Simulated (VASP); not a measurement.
Input of a VASP 6.6.1 run:

The input INCAR:

```
SYSTEM = Be
PREC = Accurate ; ENCUT = 600
EDIFF = 1E-6 ; ISMEAR = -1
SIGMA = 0.1 ; LREAL = .False.
LASPH = .True. ; NELM = 100
ALGO = Normal ; ISIF = 3
LWAVE = .False. ; LCHARG = .False.
GGA = PE ; IBRION = 2
NSW = 32 ; EDIFFG = -0.005
PSTRESS = 2700.0
```

Contents of KPOINTS:

```
Automatic mesh
0
Gamma
  13 13 18
  0 0 0
```

File POSCAR:

```
Be
1.0
    2.8391776691      0.0000000000      0.0000000000
   -1.4195888345      2.4587999873      0.0000000000
    0.0000000000      0.0000000000      1.6931819093
Be
3
Direct
    0.0000000000      0.0000000000      0.0000000000
    0.3333333333      0.6666666667      0.5000000000
    0.6666666667      0.3333333333      0.5000000000
```

Potentials or basis: VASP PAW PBE potentials, release 64 (Be).

The run is started by

```bash
$ cat potpaw_PBE.64/Be/POTCAR > POTCAR
$ mpirun -np 1 vasp_std > vasp.out
```

**Question.** Predict the space group after relaxing (to 0.1 Å).

**Answer.** P6/mmm (No. 191).

**Question.** Predict the relaxed cell.

**Answer.** a = 2.841 Å, b = 2.841 Å, c = 1.694 Å, α = 90.00°, β = 90.00°, γ = 120.00°.

**Question.** What does it give for the band gap on the k mesh?

**Answer.** Zero (bands 3 and 4 overlap by 9.10 eV).

Final structure:
```
Be
1.0
     2.84105    0.00000    0.00000
    -1.42052    2.46042    0.00000
     0.00000    0.00000    1.69428
Be
3
Direct
  0.00000 0.00000 0.00000
  0.33333 0.66667 0.50000
  0.66667 0.33333 0.50000
```

Caveat: the cell is relaxed towards a set pressure, so the run minimises the enthalpy, not the energy.
